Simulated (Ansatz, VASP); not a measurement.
**Te2Mo in VASP and in Ansatz**

The input INCAR:

```
PREC = Accurate ; ENCUT = 520
EDIFF = 1E-7 ; ISMEAR = 0
SIGMA = 0.05 ; LREAL = False
LASPH = True ; NELM = 60
ALGO = Normal ; ISIF = 2
LWAVE = False ; LCHARG = False
GGA = PE ; NBANDS = 35
```

The input KPOINTS:

```
Automatic mesh
0
Gamma
  12 12 2
```

Contents of POSCAR:

```
Te2Mo
1.0
    3.5570664331      0.0000000000      0.0000000000
   -1.7785332165      3.0805098940      0.0000000000
    0.0000000000      0.0000000000     15.2047186580
Te Mo
4 2
Direct
    0.3576799521      0.7153599042      0.6113636383
    0.6666666667      0.3333333333      0.1310943552
    0.3333333333      0.6666666667      0.8689056448
    0.6666666667      0.3333333333      0.3689056448
    0.3333333333      0.6666666667      0.2500000000
    0.6666666667      0.3333333333      0.7500000000
```

Input for Ansatz:

```yaml
crystal:
  lattice:
    - [3.5570664331, 0.0, 0.0]
    - [-1.7785332165, 3.080509894, 0.0]
    - [0.0, 0.0, 15.204718658]
  atoms:
    - { symbol: Te, position: [0.3576799521, 0.7153599042, 0.6113636383] }
    - { symbol: Te, position: [0.6666666667, 0.3333333333, 0.1310943552] }
    - { symbol: Te, position: [0.3333333333, 0.6666666667, 0.8689056448] }
    - { symbol: Te, position: [0.6666666667, 0.3333333333, 0.3689056448] }
    - { symbol: Mo, position: [0.3333333333, 0.6666666667, 0.25] }
    - { symbol: Mo, position: [0.6666666667, 0.3333333333, 0.75] }
basis:
  ecutwfc: 420
kpoints:
  mp_grid: { grid: [12, 12, 2] }
hamiltonian:
  xc: pbe
scf:
  occupations: { method: gaussian, width: 0.05 }
output:
  forces: true
  stress: true
  eigenvalues: true
```

Alike in both runs: task single point; functional PBE; k mesh 12 × 12 × 2; occupations gaussian, width 0.05 eV; no spin polarisation.

```csv
,VASP,Ansatz
version,VASP 6.6.1,Ansatz 0.2.0
potentials or method,"VASP PAW PBE potentials, release 64 (Te, Mo_sv), cutoff 520 eV","scalar-relativistic, plane waves, PAW"
valence electrons in the cell,52,92
```

Ansatz gave:

```
gap on the k mesh at the Fermi level (eV)                     : 0.68
least direct gap on the mesh (eV)                             : 0.90
pressure (GPa)                                                : -2.8
traceless stress, the component that is largest in VASP (GPa) : -2.28
rms of the force components (eV/Å)                            : 0.709
```

Problem. What did VASP give for the same quantities?

Solution. gap on the k mesh at the Fermi level (eV): 0.67; least direct gap on the mesh (eV): 0.90; pressure (GPa): -2.8; traceless stress, the component that is largest in VASP (GPa): -2.24; rms of the force components (eV/Å): 0.709.

Atom by atom the forces differ by 0.005 eV/Å (rms over components). VASP's potentials hold 52 valence electrons a cell and Ansatz's 92, so a difference there can come from the potentials and not from the codes.

Spin-orbit coupling is off throughout.
